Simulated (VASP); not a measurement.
# TaSb (Fm-3m) in VASP: single point with PBEsol

Aim: the single point of TaSb with PBEsol.

Everything below comes from runs of VASP 6.6.1. Logs are shortened: lines on timing, memory, paths and dates and some standing lists are left out, and cuts for length are marked.

**1. The cell of the first run**

It takes space group Fm-3m (No. 225, cubic). Conventional cell: a = 5.587 Å, b = 5.587 Å, c = 5.587 Å, α = 90.00°, β = 90.00°, γ = 90.00°. Within 3.7 Å of Ta (site symmetry m-3m) lie 6 Sb at 2.79 Å. Within 3.7 Å of Sb (site symmetry m-3m) lie 6 Ta at 2.79 Å.

**2. Single point, PBEsol**

INCAR reads:

```
ALGO = Normal
EDIFF = 1E-6
ENCUT = 500
GGA = PS
GGA_COMPAT = False
ISIF = 2
ISMEAR = 0
LASPH = True
LCHARG = False
LREAL = False
LWAVE = False
NBANDS = 15
NELM = 120
PREC = Accurate
SIGMA = 0.1
```

KPOINTS reads:

```
k-points
0
Gamma
  6 6 6
```

POSCAR reads:

```
TaSb
1.0
    0.0000000000      2.7936899627      2.7936899627
    2.7936899627      0.0000000000      2.7936899627
    2.7936899627      2.7936899627      0.0000000000
Ta Sb
1 1
Direct
    0.5000000000      0.5000000000      0.5000000000
    0.0000000000      0.0000000000      0.0000000000
```

Potentials or basis: VASP PAW PBE potentials, release 64 (Ta_pv, Sb).

Started as:

```bash
$ cat potpaw_PBE.64/Ta_pv/POTCAR potpaw_PBE.64/Sb/POTCAR > POTCAR
$ mpirun -np 1 vasp_std > vasp.out
```

OUTCAR:

```text
EDIFF = 1E-6
   ENCUT = 500
   GGA = PS
   ISIF = 2
   ISMEAR = 0
   LASPH = True
   LREAL = False
   NELM = 120
   PREC = Accurate

 ion  position               nearest neighbor table
   1  0.500  0.500  0.500-   2 2.79   2 2.79   2 2.79   2 2.79   2 2.79   2 2.79
   2  0.000  0.000  0.000-   1 2.79   1 2.79   1 2.79   1 2.79   1 2.79   1 2.79

  LATTYP: Found a face centered cubic cell.
 ALAT       =     5.5873799254

  Lattice vectors:

 A1 = (   0.0000000000,   2.7936899627,   2.7936899627)
 A2 = (   2.7936899627,   0.0000000000,   2.7936899627)
 A3 = (   2.7936899627,   2.7936899627,   0.0000000000)

Analysis of symmetry for initial positions (statically):
=====================================================================
 Subroutine PRICEL returns:
 Original cell was already a primitive cell.

 Routine SETGRP: Setting up the symmetry group for a
 face centered cubic supercell.

 Subroutine GETGRP returns: Found 48 space group operations
 (whereof 48 operations were pure point group operations)
 out of a pool of 48 trial point group operations.

The static configuration has the point symmetry O_h .

Analysis of symmetry for dynamics (positions and initial velocities):
=====================================================================
 Subroutine PRICEL returns:
 Original cell was already a primitive cell.

 Routine SETGRP: Setting up the symmetry group for a
 face centered cubic supercell.

 Subroutine GETGRP returns: Found 48 space group operations
 (whereof 48 operations were pure point group operations)
 out of a pool of 48 trial point group operations.

The dynamic configuration has the point symmetry O_h .

 Subroutine INISYM returns: Found 48 space group operations
 (whereof 48 operations are pure point group operations),
 and found     1 'primitive' translations

----------------------------------------------------------------------------------------

                                     Primitive cell

  volume of cell :      43.6078

  direct lattice vectors                    reciprocal lattice vectors
     0.000000000  2.793689963  2.793689963    -0.178974763  0.178974763  0.178974763
     2.793689963  0.000000000  2.793689963     0.178974763 -0.178974763  0.178974763
     2.793689963  2.793689963  0.000000000     0.178974763  0.178974763 -0.178974763

  length of vectors
     3.950874234  3.950874234  3.950874234     0.309993383  0.309993383  0.309993383

  position of ions in fractional coordinates (direct lattice)
     0.500000000  0.500000000  0.500000000
     0.000000000  0.000000000  0.000000000

  ion indices of the primitive-cell ions
   primitive index   ion index
                 1           1
                 2           2

----------------------------------------------------------------------------------------

 KPOINTS: k-points

Automatic generation of k-mesh.
 Grid dimensions read from file:
 generate k-points for:    6    6    6

 Generating k-lattice:

  Cartesian coordinates                     Fractional coordinates (reciprocal lattice)
    -0.029829127  0.029829127  0.029829127     0.166666667  0.000000000  0.000000000
     0.029829127 -0.029829127  0.029829127     0.000000000  0.166666667  0.000000000
     0.029829127  0.029829127 -0.029829127     0.000000000  0.000000000  0.166666667

  Length of vectors
     0.051665564  0.051665564  0.051665564

  Shift w.r.t. Gamma in fractional coordinates (k-lattice)
     0.000000000  0.000000000  0.000000000

 Subroutine IBZKPT returns following result:
 ===========================================

 Found     16 irreducible k-points:

 Following reciprocal coordinates:
            Coordinates               Weight
  0.000000  0.000000  0.000000      1.000000
  0.166667  0.000000  0.000000      8.000000
  0.333333  0.000000  0.000000      8.000000
  0.500000  0.000000  0.000000      4.000000
  0.166667  0.166667  0.000000      6.000000
  0.333333  0.166667  0.000000     24.000000
[... 8 lines left out ...]
 -0.333333  0.333333  0.166667     24.000000
 -0.333333  0.500000  0.166667     12.000000
   k-points           NKPTS =     16   k-points in BZ     NKDIM =     16   number of bands    NBANDS=     15
   number of dos      NEDOS =    301   number of ions     NIONS =      2
   total plane-waves  NPLWV =  27000
   dimension x,y,z NGX =    30 NGY =   30 NGZ =   30
   dimension x,y,z NGXF=    60 NGYF=   60 NGZF=   60
   ions per type =               1   1
   NGX,Y,Z   is equivalent  to a cutoff of  12.62, 12.62, 12.62 a.u.
   NGXF,Y,Z  is equivalent  to a cutoff of  25.25, 25.25, 25.25 a.u.
 SYSTEM =  unknown system
   PREC   = accura    normal or accurate (medium, high low for compatibility)
   ISTART =      0    job   : 0-new  1-cont  2-samecut
   ICHARG =      2    charge: 1-file 2-atom 10-const
   ISPIN  =      1    spin polarized calculation?
   LNONCOLLINEAR =      F non collinear calculations
   LSORBIT =      F    spin-orbit coupling
   LASPH  =      T    aspherical Exc in radial PAW
   ENCUT  =  500.0 eV  36.75 Ry    6.06 a.u.   7.20  7.20  7.20*2*pi/ulx,y,z
   NELM   =    120;   NELMIN=  2; NELMDL= -5     # of ELM steps
   EDIFF  = 0.1E-05   stopping-criterion for ELM
   LREAL  =      F    real-space projection
   EDIFFG = 0.1E-04   stopping-criterion for IOM
   NSW    =      0    number of steps for IOM
   IBRION =     -1    ionic relax: 0-MD 1-quasi-New 2-CG
   NFREE  =      0    steps in history (QN), initial steepest desc. (CG)
   ISIF   =      2    stress and relaxation
   ISYM   =      2    0-nonsym 1-usesym 2-fastsym
   POTIM  = 0.5000    time-step for ionic-motion
   TEBEG  =    0.0;   TEEND  =   0.0 temperature during run
   PSTRESS=    0.0 pullay stress
   NELECT =      16.0000    total number of electrons
   NUPDOWN=      -1.0000    fix difference up-down
   EMIN   =  10.00;   EMAX   =-10.00  energy-range for DOS
   EFERMI =   0.00;   METHOD = LEGACY
   ISMEAR =     0;   SIGMA  =   0.10  broadening in eV -4-tet -1-fermi 0-gaus
   EFERMI_NEDOS =   21; number of points for ismear=-14 and -15
   IALGO  =     38    algorithm
   IMIX   =      4    mixing-type and parameters
     AMIX     =   0.40;   BMIX     =  1.00
     AMIX_MAG =   1.60;   BMIX_MAG =  1.00
  volume/ion in A,a.u.               =      21.80       147.14
  Fermi-wavevector in a.u.,A,eV,Ry     =   1.171997  2.214754 18.688659  1.373578
  Thomas-Fermi vector in A             =   2.308433
   LORBIT       =      0    0 simple, 1 ext, 2 COOP (PROOUT), +10 PAW based schemes
   GGA     = PS    functional components
   LHFCALC =     F    Hartree Fock is set to
   AEXX    =    0.0000 exact exchange contribution
   IVDW    =     0    specifies the selected vdW correction
   LEPSILON=     F    determine dielectric tensor
   LRPA    =     F    only Hartree local field effects (RPA)
 non-spin polarized calculation
 Gauss-broadening in eV      SIGMA  =   0.10
  energy-cutoff  :      500.00
  volume of cell :       43.61
 maximum number of plane-waves:      1125
 NGX is ok and might be reduce to    30
   NGX = 15   NGY = 15   NGZ = 15

 number of electron      15.9999999 magnetization

 Free energy of the ion-electron system (eV)
  ---------------------------------------------------
  ext. energy  EPLUGINS =         0.00000000
  ---------------------------------------------------
  free energy    TOTEN  =       -15.89943144 eV

  energy without entropy =      -15.88522244  energy(sigma->0) =      -15.89232694

 E-fermi :   8.1777     XC(G=0): -11.4126

 val. band max:        8.1637489374   @ k =   0.3333   0.0000   0.0000
 cond. band min:       8.1856487400   @ k =   0.3333   0.3333   0.0000
 fundamental gap:      0.0218998026
 Fermi energy:         8.1776633077

 k-point     1 :       0.0000    0.0000    0.0000
  band No.  band energies     occupation
      1     -27.1542      2.00000
      2     -27.1542      2.00000
      3     -27.1542      2.00000
      4      -4.4662      2.00000
      5       6.9171      2.00000
      6       6.9171      2.00000
      7       6.9171      2.00000
      8       7.5608      2.00000
      9       7.5608      2.00000
     10       8.7223      0.00000
     11       8.7223      0.00000
     12       8.7223      0.00000
     13      13.0776      0.00000
     14      14.4726      0.00000
     15      19.6093      0.00000

 k-point     2 :       0.1667    0.0000    0.0000
  band No.  band energies     occupation
      1     -27.1703      2.00000
      2     -27.1544      2.00000
      3     -27.1544      2.00000
      4      -4.0304      2.00000
      5       5.3370      2.00000
      6       5.9735      2.00000
      7       5.9735      2.00000
      8       7.3619      2.00000
      9       7.3619      2.00000
     10       8.4238      0.00050
     11      10.7077      0.00000
     12      10.7077      0.00000
     13      14.6721      0.00000
     14      15.2836      0.00000
     15      17.3048      0.00000

 k-point     3 :       0.3333    0.0000    0.0000
  band No.  band energies     occupation
      1     -27.2021      2.00000
      2     -27.1547      2.00000
      3     -27.1547      2.00000
      4      -2.8421      2.00000
      5       2.6609      2.00000
      6       4.7563      2.00000
      7       4.7563      2.00000
      8       8.1637      1.15600
      9       8.1637      1.15600
     10       8.5607      0.00000
     11      12.7161      0.00000
     12      13.1409      0.00000
     13      13.1409      0.00000
     14      15.7028      0.00000
     15      15.7028      0.00000
[... 199 lines left out ...]
 k-point    15 :      -0.3333    0.3333    0.1667
  band No.  band energies     occupation
      1     -27.2019      2.00000
      2     -27.1834      2.00000
      3     -27.1664      2.00000
      4      -1.8427      2.00000
      5       2.3956      2.00000
      6       3.8410      2.00000
      7       4.4889      2.00000
      8       8.0182      1.97590
      9       8.5706      0.00000
     10       9.0959      0.00000
     11      10.4281      0.00000
     12      11.1500      0.00000
     13      14.4614      0.00000
     14      16.4484      0.00000
     15      17.3153      0.00000

 k-point    16 :      -0.3333    0.5000    0.1667
  band No.  band energies     occupation
      1     -27.2009      2.00000
      2     -27.1849      2.00000
      3     -27.1747      2.00000
      4      -1.9819      2.00000
      5       3.3801      2.00000
      6       4.1094      2.00000
      7       4.1639      2.00000
      8       7.8637      1.99999
      9       8.4897      0.00001
     10       9.1916      0.00000
     11       9.4501      0.00000
     12      10.4461      0.00000
     13      13.9871      0.00000
     14      17.1820      0.00000
     15      17.7572      0.00000

------------------------ aborting loop because EDIFF is reached ----------------------------------------

  FORCE on cell =-STRESS in cart. coord.  units (eV):
  Direction    XX          YY          ZZ          XY          YZ          ZX
  --------------------------------------------------------------------------------------
  -------------------------------------------------------------------------------------
  Total        0.0283860      0.0283860      0.0283860     -0.0000000      0.0000000     -0.0000000
  in kB        1.0429187      1.0429187      1.0429187     -0.0000000      0.0000000     -0.0000000
  external PRESSURE =       1.0429187 kB  Pullay stress =       0.0000000 kB

 VOLUME and BASIS-vectors are now :
 -----------------------------------------------------------------------------
  energy-cutoff  :      500.00
  volume of cell :       43.61
      direct lattice vectors                 reciprocal lattice vectors
     0.000000000  2.793689963  2.793689963    -0.178974763  0.178974763  0.178974763
     2.793689963  0.000000000  2.793689963     0.178974763 -0.178974763  0.178974763
     2.793689963  2.793689963  0.000000000     0.178974763  0.178974763 -0.178974763

 POSITION                                       TOTAL-FORCE (eV/Angst)
 -----------------------------------------------------------------------------------
      2.79369      2.79369      2.79369         0.000000      0.000000      0.000000
      0.00000      0.00000      0.00000        -0.000000     -0.000000     -0.000000
 -----------------------------------------------------------------------------------
    total drift:                                0.000000     -0.000000      0.000000

  FREE ENERGIE OF THE ION-ELECTRON SYSTEM (eV)
  ---------------------------------------------------
  free  energy   TOTEN  =       -15.8994314393 eV

  energy  without entropy=      -15.8852224351  energy(sigma->0) =      -15.89232694
```

Wall time 23 s (1 thread of Intel Xeon 8259CL, shared host); peak memory 0.17 GiB.

Results:

```yaml
Free_energy: -15.8994 eV
Pressure: 0.1 GPa
Band_gap_on_the_k_mesh: zero (band 8 reaches 8.73 eV, above the bottom of band 9 at 7.36 eV)
```

Levels at points of the mesh, in eV from the Fermi level:
```csv
k point,band 6,band 7,band 8,band 9,band 10,band 11
"(0.00, 0.00, 0.00)",-1.26,-1.26,-0.62,-0.62,0.54,0.54
"(0.50, 0.00, 0.00)",-3.85,-3.85,0.55,0.55,0.78,3.14
"(0.50, 0.50, 0.00)",-2.88,-1.89,-1.89,0.25,0.33,1.27
```

Caveat: the PAW data sets were made with another functional, which shifts forces and pressure a little; spin-orbit coupling is left out, which moves the levels of the heavy elements.
